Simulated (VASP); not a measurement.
Set up this calculation in VASP 6.6.1, as the native input.

* Task: single point
* Functional: PBEsol
* Potentials or basis: VASP PAW PBE potentials, release 64 (N)
* Cutoff: 600 eV
* k mesh: 3 × 3 × 3
* Occupations: fermi-dirac, width 0.05 eV
* Spin: no spin polarisation
* Dipole correction: no
* Further INCAR settings: ALGO = Normal; EDIFF = 1e-06; NBANDS = 18

The structure of N lies in POSCAR:

```
N
1.0
    5.5296509429      0.0000000000      0.0000000000
    0.0000000000      5.5296509429      0.0000000000
    0.0000000000      0.0000000000      5.5296509429
N
4
Direct
    0.4767900000      0.9767900000      0.5232100000
    0.9767900000      0.5232100000      0.4767900000
    0.0232100000      0.0232100000      0.0232100000
    0.5232100000      0.4767900000      0.9767900000
```

These files were run (other wordings do the same):

INCAR

```
PREC = Accurate ; ENCUT = 600
EDIFF = 1E-6 ; ISMEAR = -1
SIGMA = 0.05 ; LREAL = False
LASPH = True ; NELM = 120
ALGO = Normal ; ISIF = 2
LWAVE = False ; LCHARG = False
GGA = PS ; NBANDS = 18
GGA_COMPAT = False
```

KPOINTS

```
regular mesh
0
Gamma
  3 3 3
```

Potentials or basis: VASP PAW PBE potentials, release 64 (N).

Run with:

```console
$ cat potpaw_PBE.64/N/POTCAR > POTCAR
$ mpirun -np 1 vasp_std > vasp.out
```

Results of the run:

```json
{
  "Pressure": "-4.6 GPa",
  "Largest force": "0.339 eV/Å",
  "Band gap on the k mesh": "zero (band 10 reaches -5.28 eV, above the bottom of band 11 at -5.32 eV)"
}
```

Caveat: the k points lie up to 0.38 Å⁻¹ apart; the PAW data sets were made with another functional, which shifts forces and pressure a little.

Run time: 7.7 s on 1 thread of Intel(R) Xeon(R) 6975P-C (Granite Rapids), on a shared host, peak memory 0.29 GiB.
